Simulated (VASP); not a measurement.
# Al16CN14 (a cell with a defect) in VASP: notebook

The runs below take Al16CN14 (a cell with a defect) through relaxation of the atoms, with PBE.

Program: VASP 6.6.1. These are calculated values, not measurements. Logs are shortened: lines on timing, memory, paths and dates and some standing lists are left out, and cuts for length are marked.

## Step 1: The cell of the first run

The cell holds a defect, 31 atoms: a = 6.260 Å, b = 6.260 Å, c = 10.035 Å, α = 90.00°, β = 90.00°, γ = 120.00°.

## Step 2: Relaxation of the atoms, PBE, collinear spin

The input, INCAR:

```
SYSTEM = Al16CN14
ALGO = Normal ; EDIFF = 1E-7
EDIFFG = -0.03 ; ENCUT = 520
GGA = PE ; GGA_COMPAT = .FALSE.
IBRION = 2 ; ISIF = 2
ISMEAR = 0 ; ISPIN = 2
ISYM = -1 ; LASPH = .TRUE.
LCHARG = .FALSE. ; LORBIT = 11
LREAL = Auto ; LWAVE = .FALSE.
MAGMOM = 0.04 0 0 0 0.01 0 0 0.02 0 0 0 0 0.03 0 0 0 0.03 0.02 0 0 0.01 0 0 0 0.02 0 0 0.04 0.04 0 0 ; NELECT = 123.0
NELM = 200 ; NELMIN = 4
NSW = 100 ; NUPDOWN = 1.0
PREC = Accurate ; SIGMA = 0.01
```

The input, KPOINTS:

```
explicit points
1
Reciprocal
  0.25000000   0.25000000   0.25000000 1
```

The input, POSCAR:

```
Al16CN14
1.0
    6.2595139100      0.0000000600      0.0000000000
   -3.1297570100      5.4208980300      0.0000000000
    0.0000000000      0.0000000000     10.0348065900
Al N C
16 14 1
Direct
    0.3333333300      0.1666666700      0.2496176900
    0.1666666700      0.3333333300      0.4996176900
    0.3333333300      0.1666666700      0.7496176900
    0.1666666700      0.3333333300      0.9996176900
    0.3333333300      0.6666666700      0.2496176900
    0.1666666700      0.8333333300      0.4996176900
    0.3333333300      0.6666666700      0.7496176900
    0.1666666700      0.8333333300      0.9996176900
    0.8333333300      0.1666666700      0.2496176900
    0.6666666700      0.3333333300      0.4996176900
    0.8333333300      0.1666666700      0.7496176900
    0.6666666700      0.3333333300      0.9996176900
    0.8333333300      0.6666666700      0.2496176900
    0.6666666700      0.8333333300      0.4996176900
    0.8333333300      0.6666666700      0.7496176900
    0.6666666700      0.8333333300      0.9996176900
    0.3333333300      0.1666666700      0.4403823100
    0.1666666700      0.3333333300      0.1903823100
    0.3333333300      0.1666666700      0.9403823100
    0.1666666700      0.3333333300      0.6903823100
    0.3333333300      0.6666666700      0.4403823100
    0.3333333300      0.6666666700      0.9403823100
    0.1666666700      0.8333333300      0.6903823100
    0.8333333300      0.1666666700      0.4403823100
    0.6666666700      0.3333333300      0.1903823100
    0.8333333300      0.1666666700      0.9403823100
    0.6666666700      0.3333333300      0.6903823100
    0.6666666700      0.8333333300      0.1903823100
    0.8333333300      0.6666666700      0.9403823100
    0.6666666700      0.8333333300      0.6903823100
    0.8333333300      0.6666666700      0.4403823100
```

Potentials or basis: VASP PAW PBE potentials, release 64 (Al, N, C).

Run with:

```
> cat potpaw_PBE.64/Al/POTCAR potpaw_PBE.64/N/POTCAR potpaw_PBE.64/C/POTCAR > POTCAR
> mpirun -np 1 vasp_std > vasp.out
```

OUTCAR:

```text
SYSTEM = Al16CN14
   EDIFF = 1E-7
   EDIFFG = -0.03
   ENCUT = 520
   GGA = PE
   IBRION = 2
   ISIF = 2
   ISMEAR = 0
   ISPIN = 2
   ISYM = -1
   LASPH = .TRUE.
   LORBIT = 11
   LREAL = Auto
   NELECT = 123.0
   NELM = 200
   NELMIN = 4
   NSW = 100
   NUPDOWN = 1.0
   PREC = Accurate

 ion  position               nearest neighbor table
   1  0.333  0.167  0.250-  18 1.90  25 1.90  17 1.91   4 3.09   2 3.09  12 3.09  10 3.09   8 3.09
                             6 3.09  13 3.13  13 3.13   9 3.13   9 3.13   5 3.13   5 3.13
   2  0.167  0.333  0.500-  17 1.90  24 1.90  21 1.90  20 1.91   1 3.09   3 3.09   9 3.09  11 3.09
                             5 3.09   7 3.09  14 3.13  14 3.13  10 3.13  10 3.13   6 3.13   6 3.13
   3  0.333  0.167  0.750-  20 1.90  27 1.90  23 1.90  19 1.91   2 3.09   4 3.09  10 3.09  12 3.09
                             6 3.09   8 3.09  15 3.13  15 3.13  11 3.13  11 3.13   7 3.13   7 3.13
   4  0.167  0.333  1.000-  19 1.90  26 1.90  22 1.90  18 1.91   1 3.09   3 3.09   9 3.09  11 3.09
                             5 3.09   7 3.09  16 3.13  16 3.13  12 3.13  12 3.13   8 3.13   8 3.13
   5  0.333  0.667  0.250-  28 1.90  18 1.90  21 1.91   8 3.09   6 3.09  16 3.09  14 3.09   4 3.09
                             2 3.09   9 3.13   9 3.13  13 3.13  13 3.13   1 3.13   1 3.13
   6  0.167  0.833  0.500-  21 1.90  31 1.90  17 1.90  23 1.91   5 3.09   7 3.09  13 3.09  15 3.09
                             1 3.09   3 3.09  10 3.13  10 3.13  14 3.13  14 3.13   2 3.13   2 3.13
   7  0.333  0.667  0.750-  23 1.90  30 1.90  20 1.90  22 1.91   6 3.09   8 3.09  14 3.09  16 3.09
                             2 3.09   4 3.09  11 3.13  11 3.13  15 3.13  15 3.13   3 3.13   3 3.13
   8  0.167  0.833  1.000-  22 1.90  29 1.90  19 1.90   7 3.09   5 3.09  15 3.09  13 3.09   3 3.09
                             1 3.09  12 3.13  12 3.13  16 3.13  16 3.13   4 3.13   4 3.13
   9  0.833  0.167  0.250-  25 1.90  18 1.90  28 1.90  24 1.91  10 3.09  12 3.09   2 3.09   4 3.09
[... 16 lines left out ...]
  18  0.167  0.333  0.190-   1 1.90   9 1.90   5 1.90   4 1.91
  19  0.333  0.167  0.940-   4 1.90  12 1.90   8 1.90   3 1.91
  20  0.167  0.333  0.690-   3 1.90  11 1.90   7 1.90   2 1.91
  21  0.333  0.667  0.440-   6 1.90  14 1.90   2 1.90   5 1.91
  22  0.333  0.667  0.940-   8 1.90  16 1.90   4 1.90   7 1.91
  23  0.167  0.833  0.690-   7 1.90  15 1.90   3 1.90   6 1.91
  24  0.833  0.167  0.440-  10 1.90   2 1.90  14 1.90   9 1.91
  25  0.667  0.333  0.190-   9 1.90   1 1.90  13 1.90  12 1.91
  26  0.833  0.167  0.940-  12 1.90   4 1.90  16 1.90  11 1.91
  27  0.667  0.333  0.690-  11 1.90   3 1.90  15 1.90  10 1.91
  28  0.667  0.833  0.190-  13 1.90   5 1.90   9 1.90  16 1.91
  29  0.833  0.667  0.940-  16 1.90   8 1.90  12 1.90  15 1.91
  30  0.667  0.833  0.690-  15 1.90   7 1.90  11 1.90  14 1.91
  31  0.833  0.667  0.440-  14 1.90   6 1.90  10 1.90  13 1.91

IMPORTANT INFORMATION: All symmetrisations will be switched off!
NOSYMM: (Re-)initialisation of all symmetry stuff for point group C_1.

[... 170 lines left out ...]
  external PRESSURE =      65.6191705 kB  Pullay stress =       0.0000000 kB
[... 176 lines left out ...]
  FREE ENERGIE OF THE ION-ELECTRON SYSTEM (eV)
  ---------------------------------------------------
  free  energy   TOTEN  =      -216.4984080666 eV

  energy  without entropy=     -216.4984080666  energy(sigma->0) =     -216.49840807

[... ionic steps 4 to 15 ...]

--------------------------------------- Ionic step       16  -------------------------------------------

 number of electron     122.9999998 magnetization       1.0000000

------------------------ aborting loop because EDIFF is reached ----------------------------------------
[... 125 lines left out ...]
--------------------------------------- Ionic step       18  -------------------------------------------

 number of electron     122.9999998 magnetization       1.0000000

 Free energy of the ion-electron system (eV)
  ---------------------------------------------------
  ext. energy  EPLUGINS =         0.00000000
  ---------------------------------------------------
  free energy    TOTEN  =      -216.63917663 eV

  energy without entropy =     -216.63917663  energy(sigma->0) =     -216.63917663

 E-fermi :   6.4735     XC(G=0): -10.8008

 val. band max:        8.5278581244   @ k =   0.2500   0.2500   0.2500
 cond. band min:       9.5105046554   @ k =   0.2500   0.2500   0.2500
 fundamental gap:      0.9826465310
 Fermi energy:         8.5912917169

 spin component 1

 k-point     1 :       0.2500    0.2500    0.2500
  band No.  band energies     occupation
      1      -8.7267      1.00000
      2      -8.2377      1.00000
      3      -8.1489      1.00000
      4      -8.0485      1.00000
      5      -7.7730      1.00000
      6      -7.6724      1.00000
[... 65 lines left out ...]
     72      12.6394      0.00000
     73      12.7363      0.00000
 Fermi energy:         6.4735111435

 spin component 2

 k-point     1 :       0.2500    0.2500    0.2500
  band No.  band energies     occupation
      1      -8.7103      1.00000
      2      -8.2164      1.00000
      3      -8.1354      1.00000
      4      -8.0268      1.00000
      5      -7.7527      1.00000
      6      -7.6511      1.00000
[... 65 lines left out ...]
     72      12.6601      0.00000
     73      12.8112      0.00000
 [bands above 73 left out]

------------------------ aborting loop because EDIFF is reached ----------------------------------------

  FORCE on cell =-STRESS in cart. coord.  units (eV):
  Direction    XX          YY          ZZ          XY          YZ          ZX
  --------------------------------------------------------------------------------------
  -------------------------------------------------------------------------------------
  Total       14.4456458      7.1299478     15.7983244     -4.0984491      2.6329643      2.3107006
  in kB       67.9714740     33.5487293     74.3362680    -19.2845393     12.3889555     10.8725997
  external PRESSURE =      58.6188238 kB  Pullay stress =       0.0000000 kB
[... 46 lines left out ...]
  FREE ENERGIE OF THE ION-ELECTRON SYSTEM (eV)
  ---------------------------------------------------
  free  energy   TOTEN  =      -216.6391766273 eV

  energy  without entropy=     -216.6391766273  energy(sigma->0) =     -216.63917663

 reached required accuracy - stopping structural energy minimisation

 total charge

# of ion       s       p       d       tot
------------------------------------------
    1        0.384   0.411   0.000   0.795
    2        0.375   0.429   0.000   0.805
    3        0.376   0.433   0.000   0.809
    4        0.376   0.433   0.000   0.810
    5        0.375   0.380   0.000   0.755
    6        0.392   0.452   0.000   0.844
[... 23 lines left out ...]
   30        1.232   2.612   0.000   3.844
   31        0.864   1.676   0.000   2.540
--------------------------------------------------
tot         24.237  45.087   0.000  69.324

 magnetization (x)

# of ion       s       p       d       tot
------------------------------------------
    1        0.038   0.044   0.000   0.082
    2        0.001   0.003   0.000   0.004
    3        0.000   0.000   0.000   0.000
    4       -0.000   0.000   0.000  -0.000
    5        0.002   0.011   0.000   0.013
    6       -0.000  -0.000   0.000  -0.000
[... 23 lines left out ...]
   30        0.001   0.001   0.000   0.002
   31        0.000  -0.001   0.000  -0.001
--------------------------------------------------
tot          0.117   0.208   0.000   0.326
```

OSZICAR:

```text
N       E                     dE             d eps       ncg     rms          rms(c)
DAV:   1     0.564406429538E+03    0.56441E+03   -0.57530E+04   308   0.143E+03
DAV:   2    -0.195295109888E+03   -0.75970E+03   -0.74185E+03   398   0.282E+02
[... 185 lines left out ...]
DAV:   2    -0.216639233203E+03   -0.22627E-03   -0.29282E-03   360   0.183E-01    0.439E-02
DAV:   3    -0.216639193146E+03    0.40057E-04   -0.75738E-05   376   0.399E-02    0.266E-02
DAV:   4    -0.216639175521E+03    0.17625E-04   -0.94536E-05   360   0.376E-02    0.102E-02
DAV:   5    -0.216639176405E+03   -0.88429E-06   -0.19412E-05   360   0.176E-02    0.806E-03
DAV:   6    -0.216639176622E+03   -0.21682E-06   -0.41826E-06   352   0.745E-03    0.388E-03
DAV:   7    -0.216639176627E+03   -0.56252E-08   -0.35779E-07   232   0.259E-03
  18 F= -.21663918E+03 E0= -.21663918E+03  d E =-.412115E-03  mag=     1.0000
```

CONTCAR:

```text
Al16CN14
   1.00000000000000
     6.2595139099999999    0.0000000600000000    0.0000000000000000
    -3.1297570100000001    5.4208980300000000    0.0000000000000000
     0.0000000000000000    0.0000000000000000   10.0348065900000005
  Al              N               C
    16    14     1
Direct
     0.3444626834528385    0.1634865481870863    0.2543143506870744
     0.1699051072401096    0.3373003877366083    0.4979804011479155
     0.3320938276928337    0.1641366052830023    0.7522383582258770
     0.1639292945766511    0.3309489711837305    0.0035758959742972
     0.3340438455516493    0.6838422470333666    0.2491057460146930
     0.1707428771945778    0.8387909911975637    0.4994630212129935
[... 23 lines left out ...]
     0.6656906168105834    0.8330254391658019    0.6911432545799381
     0.8414575103351426    0.6740731535248121    0.4350006673173821

  0.00000000E+00  0.00000000E+00  0.00000000E+00
  0.00000000E+00  0.00000000E+00  0.00000000E+00
  0.00000000E+00  0.00000000E+00  0.00000000E+00
  0.00000000E+00  0.00000000E+00  0.00000000E+00
  0.00000000E+00  0.00000000E+00  0.00000000E+00
  0.00000000E+00  0.00000000E+00  0.00000000E+00
[... 23 lines left out ...]
  0.00000000E+00  0.00000000E+00  0.00000000E+00
  0.00000000E+00  0.00000000E+00  0.00000000E+00
```

Run time: 12 min. Hardware: 1 thread of Intel Xeon 6975P-C (Granite Rapids), shared host; peak memory 0.6 GiB.

What came out:

- Free energy: -216.6392 eV
- Energy gained by relaxing: 13.1 meV/atom
- Ionic steps: 18
- Largest force after relaxing: 0.020 eV/Å
- Net moment: 1.00 μB per cell
- Site moments: Al +0.08, +0.00, -0.00, +0.01, +0.02, +0.06 (each value once); N +0.03, +0.01, -0.00, +0.00, +0.04 (each value once); C -0.00 μB
- Valence electrons inside the program's atomic spheres: Al 0.80, 0.81, 0.76, 0.84, 0.78, 0.82 (each value once); N 3.85, 3.80, 3.82, 3.84, 3.83, 3.86, 3.88 (each value once); C 2.54

Forces in eV/Å, atoms in the order of the input:
```
Al   0.003  0.002 -0.012
Al  -0.002  0.001 -0.002
Al  -0.004  0.003  0.003
Al  -0.011 -0.008  0.012
Al  -0.004 -0.013  0.009
Al   0.020  0.000  0.001
Al   0.008 -0.001  0.008
Al   0.009  0.001  0.003
Al  -0.005  0.007 -0.012
Al   0.001  0.008  0.001
Al  -0.004 -0.010  0.005
Al  -0.016  0.003 -0.009
Al   0.008  0.012  0.000
Al  -0.009  0.016 -0.003
Al  -0.004  0.001 -0.010
Al   0.000 -0.002 -0.001
N   -0.003  0.003  0.003
N   -0.007  0.007  0.004
N    0.003  0.012  0.007
N   -0.008  0.001  0.002
N    0.010 -0.006 -0.008
N    0.005 -0.009  0.005
N    0.006 -0.004  0.008
N    0.005  0.003 -0.006
N   -0.005  0.003  0.009
N   -0.003 -0.013  0.000
N   -0.002 -0.001 -0.015
N    0.002  0.006 -0.001
N    0.000 -0.008  0.005
N   -0.003 -0.004 -0.004
C    0.013 -0.009 -0.003
```

Step by step:
```
step  energy change (eV)  largest force (eV/Å)  pressure (GPa)
   1              0.0000                1.4019            6.56
   2             -0.2115                1.2347            6.29
   3             -0.2648                0.5870            6.29
   4             -0.3357                0.3370            6.02
   5             -0.3412                0.4377            5.94
   6             -0.3786                0.1776            5.80
   7             -0.3806                0.1884            5.77
   8             -0.3943                0.1076            5.81
   9             -0.3950                0.1230            5.83
  10             -0.3989                0.0953            5.85
  11             -0.3989                0.0947            5.85
  12             -0.4011                0.0502            5.85
  13             -0.4012                0.0604            5.85
  14             -0.4033                0.0487            5.85
  15             -0.4039                0.0645            5.85
  16             -0.4052                0.0400            5.85
  17             -0.4052                0.0408            5.85
  18             -0.4056                0.0202            5.86
```

Final structure:
```
Al N C
1.0
     6.25951    0.00000    0.00000
    -3.12976    5.42090    0.00000
     0.00000    0.00000   10.03481
Al N C
16 14 1
Direct
  0.34446 0.16349 0.25431
  0.16991 0.33730 0.49798
  0.33209 0.16414 0.75224
  0.16393 0.33095 0.00358
  0.33404 0.68384 0.24911
  0.17074 0.83879 0.49946
  0.33249 0.66750 0.75095
  0.15034 0.81917 0.00981
  0.83208 0.16505 0.25157
  0.67402 0.34075 0.49964
  0.83402 0.16673 0.74935
  0.66331 0.32940 0.99990
  0.82971 0.65789 0.24350
  0.67123 0.83523 0.49743
  0.83306 0.66655 0.74512
  0.66361 0.83297 0.99742
  0.33906 0.17530 0.44285
  0.17108 0.33173 0.19263
  0.32327 0.15821 0.94410
  0.16944 0.33319 0.69068
  0.33538 0.67296 0.43953
  0.32696 0.66561 0.94180
  0.17082 0.83385 0.69223
  0.83417 0.16995 0.44084
  0.66753 0.32664 0.18596
  0.83226 0.16773 0.93881
  0.66587 0.32889 0.69269
  0.66923 0.83350 0.18454
  0.82206 0.66225 0.93545
  0.66569 0.83303 0.69114
  0.84146 0.67407 0.43500
```

Caveat: the cell carries a net charge on a neutralising background, which shifts energy and pressure; the cell is charged against a uniform background, so pressure and absolute levels hang on convention; the total moment is fixed, so each spin has its own Fermi level and the state may be an excited one.

## Step 3: Relaxation of the atoms, PBE, collinear spin

The input, INCAR:

```
ALGO = Normal ; EDIFF = 1E-7
EDIFFG = -0.03 ; ENCUT = 520
GGA = PE ; GGA_COMPAT = F
IBRION = 2 ; ISIF = 2
ISMEAR = 0 ; ISPIN = 2
ISYM = -1 ; LASPH = T
LCHARG = F ; LORBIT = 11
LREAL = Auto ; LWAVE = F
MAGMOM = 0.02 0 0 0 0.02 0 0 0 0 0 0 0 0.01 0 0 0 0.02 0.02 0.02 0 0.02 0.02 0 0 0.06 0 0 0.02 0.02 0.01 0.07 ; NELECT = 121.0
NELM = 200 ; NELMIN = 4
NSW = 100 ; NUPDOWN = 1.0
PREC = Accurate ; SIGMA = 0.01
```

KPOINTS is that of step 2.

POSCAR is that of step 2.

Potentials or basis: VASP PAW PBE potentials, release 64 (Al, N, C).

Run with:

```
> cat potpaw_PBE.64/Al/POTCAR potpaw_PBE.64/N/POTCAR potpaw_PBE.64/C/POTCAR > POTCAR
> mpirun -np 1 vasp_std > vasp.out
```

Run time: 19 min. Hardware: 1 thread of Intel Xeon 6975P-C (Granite Rapids), shared host; peak memory 0.6 GiB.

The run converged. Its results:

```yaml
Free_energy: -232.3186 eV
Energy_gained_by_relaxing: 25.9 meV/atom
Ionic_steps: 24
Largest_force_after_relaxing: 0.027 eV/Å
Net_moment: 1.00 μB per cell
Site_moments: Al +0.03, +0.00, -0.00, +0.04, +0.01 (each value once); N +0.02, +0.01, +0.00, -0.00, +0.05 (each value once); C +0.06 μB
Valence_electrons_inside_the_program's_atomic_spheres: Al 0.78, 0.79, 0.81, 0.80, 0.83 (each value once); N 3.83, 3.82, 3.84, 3.85, 3.86 (each value once); C 2.53
```

Forces in eV/Å, atoms in the order of the input:
```
Al  -0.007 -0.008  0.011
Al   0.000  0.003  0.012
Al  -0.007  0.005  0.003
Al  -0.006  0.006  0.001
Al   0.003  0.002  0.011
Al   0.010 -0.002  0.002
Al   0.011 -0.005 -0.018
Al  -0.005 -0.002 -0.010
Al  -0.003 -0.007  0.026
Al  -0.003  0.005  0.002
Al   0.006  0.000 -0.016
Al  -0.003 -0.002 -0.002
Al   0.004  0.002  0.017
Al   0.001  0.001  0.004
Al   0.004  0.007 -0.018
Al  -0.003 -0.006 -0.003
N   -0.001  0.012  0.003
N    0.001  0.004 -0.001
N   -0.005  0.009 -0.009
N    0.006 -0.008 -0.014
N   -0.002 -0.003 -0.002
N   -0.001 -0.003 -0.002
N    0.001  0.005  0.019
N    0.002  0.000 -0.003
N   -0.005  0.004  0.006
N    0.001 -0.003 -0.004
N   -0.002 -0.008 -0.005
N    0.003 -0.003  0.002
N   -0.001 -0.003  0.008
N    0.003  0.000 -0.004
C   -0.002 -0.002 -0.012
```

Step by step:
```tsv
step	energy change (eV)	largest force (eV/Å)	pressure (GPa)
1	0.0000	1.3642	-3.89
2	-0.2797	0.8591	-3.25
3	-0.3148	0.6037	-3.48
4	-0.4219	0.6942	-3.06
5	-0.4521	1.1627	-2.63
6	-0.5035	1.2177	-2.41
7	-0.5652	1.0504	-1.76
8	-0.6364	0.5527	-1.71
9	-0.6700	0.5708	-1.60
10	-0.7074	0.3655	-1.65
11	-0.7375	0.3928	-1.73
12	-0.7569	0.2982	-1.73
13	-0.7655	0.2860	-1.72
14	-0.7755	0.2331	-1.69
15	-0.7819	0.1937	-1.63
16	-0.7901	0.1630	-1.59
17	-0.7928	0.1476	-1.55
18	-0.7973	0.0918	-1.53
19	-0.7982	0.0796	-1.52
20	-0.8005	0.0656	-1.52
21	-0.8007	0.0767	-1.52
22	-0.8019	0.0379	-1.53
23	-0.8019	0.0456	-1.53
24	-0.8022	0.0275	-1.53
```

Final structure:
```xyz
31
Lattice="6.2595 0.0000 0.0000 -3.1298 5.4209 0.0000 0.0000 0.0000 10.0348" Properties=species:S:1:pos:R:3 pbc="T T T"
Al    1.5580    0.9955    2.5872
Al    0.0015    1.7989    5.0287
Al    1.5771    0.9396    7.5052
Al   -0.0187    1.7984    0.0037
Al    0.0649    3.5665    2.6018
Al   -1.5384    4.5314    5.0614
Al    0.0387    3.5981    7.5020
Al   -1.5712    4.5131    9.6330
Al    4.6658    0.8958    2.5487
Al    3.1751    1.8216    5.0350
Al    4.7054    0.9046    7.5356
Al    3.1304    1.7902   10.0170
Al    2.9678    3.5164    2.5600
Al    1.5951    4.5497    5.0345
Al    3.1160    3.6001    7.4645
Al    1.5522    4.5287   10.0125
N     1.5855    0.9177    4.4321
N    -0.0172    1.7926    1.9160
N     1.5416    0.9275    9.4457
N     0.0181    1.7986    6.9276
N     0.0100    3.6348    4.4492
N     0.0023    3.5994    9.4378
N    -1.5291    4.5230    7.0222
N     4.6957    0.9155    4.4208
N     3.1058    1.7671    1.8707
N     4.6850    0.9101    9.4396
N     3.1569    1.7887    6.9507
N     1.5272    4.5188    1.8714
N     3.0950    3.6010    9.4406
N     1.5773    4.5244    6.9480
C     3.1673    3.6488    4.4140
```

Caveat: the cell carries a net charge on a neutralising background, which shifts energy and pressure; the cell is charged against a uniform background, so pressure and absolute levels hang on convention; the total moment is fixed, so each spin has its own Fermi level and the state may be an excited one.

(Part 1 of 2 ends here.)
